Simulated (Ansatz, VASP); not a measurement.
**TiSi2: VASP beside Ansatz**

```
Ti Si
1.0
     4.37464    0.00000    0.00000
    -2.18732    3.78855    0.00000
     0.00000    0.00000    2.56101
Ti Si
1 2
Direct
  0.00000 0.00000 0.00000
  0.33333 0.66667 0.50000
  0.66667 0.33333 0.50000
```

Alike in both runs: functional r2SCAN; k mesh 4 × 4 × 6; occupations fermi-dirac, width 0.05 eV; no spin polarisation.

```csv
,VASP,Ansatz
version,VASP 6.6.1,Ansatz 0.2.0
potentials or method,"VASP PAW PBE potentials, release 64 (Ti_sv, Si)",Ansatz PAW
plane-wave cutoff (eV),520,500
valence electrons in the cell,20,20
task,single point,projected density of states
```

|  | VASP | Ansatz | Ansatz less VASP |
| --- | --- | --- | --- |
| gap on the k mesh at the Fermi level (eV) | none | none | - |
| pressure (GPa) | -0.9 | -1.2 | -0.28 |
| traceless stress, the component that is largest in VASP (GPa) | -6.60 | -6.55 | +0.048 |

VASP's potentials were made for PBE, not for r2SCAN. A gap of «none» marks a metal or a gap that the smearing closes.

The k mesh is coarse, so the values compare programs but aren't converged.
